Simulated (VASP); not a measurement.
TiO2: single point with PBEsol

TiO2:

```xyz
6
Lattice="2.7060 -2.7067 0.0000 2.7060 2.7067 0.0000 -2.6335 0.0000 4.7966" Properties=species:S:1:pos:R:3 pbc="T T T"
Ti    2.0477    1.9807    1.1992
Ti    0.7309   -1.9807    3.5975
O    -0.6205   -0.6563    3.2001
O     3.3990    0.6563    1.5966
O     2.0823   -0.6563    3.9949
O     0.6963    0.6563    0.8018
```

```
Program                : VASP 6.6.1
Task                   : single point
Functional             : PBEsol
Potentials or basis    : VASP PAW PBE potentials, release 64 (Ti_sv, O)
Cutoff                 : 520 eV
k mesh                 : 4 × 4 × 3
Occupations            : gaussian, width 0.01 eV
Spin                   : no spin polarisation
Dipole correction      : no
Further INCAR settings : ALGO = Normal; EDIFF = 1e-07; NBANDS = 33
```

| Quantity | Value |
| --- | --- |
| Pressure | -6.9 GPa |
| Largest force | 0.208 eV/Å |
| Band gap on the k mesh | 2.01 eV, indirect (least direct gap 2.35 eV) |

Forces in eV/Å, atoms in the order of the input:
```
Ti   0.000  0.058  0.000
Ti   0.000 -0.058  0.000
O    0.009 -0.038 -0.204
O   -0.009  0.038  0.204
O   -0.009 -0.038  0.204
O    0.009  0.038 -0.204
```

Stress tensor (GPa, compression positive):
```
-7.02  0.00 -0.34
 0.00 -7.05  0.00
-0.34  0.00 -6.69
```

Levels at points of the mesh, in eV from the valence-band top:
| k point | band 20 | band 21 | band 22 | band 23 | band 24 | band 25 | band 26 | band 27 | band 28 | band 29 |
| --- | --- | --- | --- | --- | --- | --- | --- | --- | --- | --- |
| (0.00, 0.00, 0.00) | -0.80 | -0.77 | -0.72 | -0.44 | -0.44 | 2.01 | 2.74 | 3.78 | 3.79 | 3.84 |
| (0.50, 0.00, 0.00) | -1.97 | -1.88 | -0.91 | -0.87 | -0.62 | 3.17 | 3.32 | 3.36 | 3.60 | 4.09 |
| (0.50, 0.50, 0.00) | -2.44 | -2.18 | -1.88 | -0.01 | 0.00 | 3.19 | 3.23 | 3.50 | 3.84 | 4.68 |

Run time: 28 s on 1 thread of Intel(R) Xeon(R) Platinum 8488C (Sapphire Rapids) (shared host), peak memory 0.18 GiB.

Caveat: the k points lie up to 0.44 Å⁻¹ apart; the PAW data sets were made with another functional, which shifts forces and pressure a little. As with any semilocal functional, this PBEsol gap is likely too small.
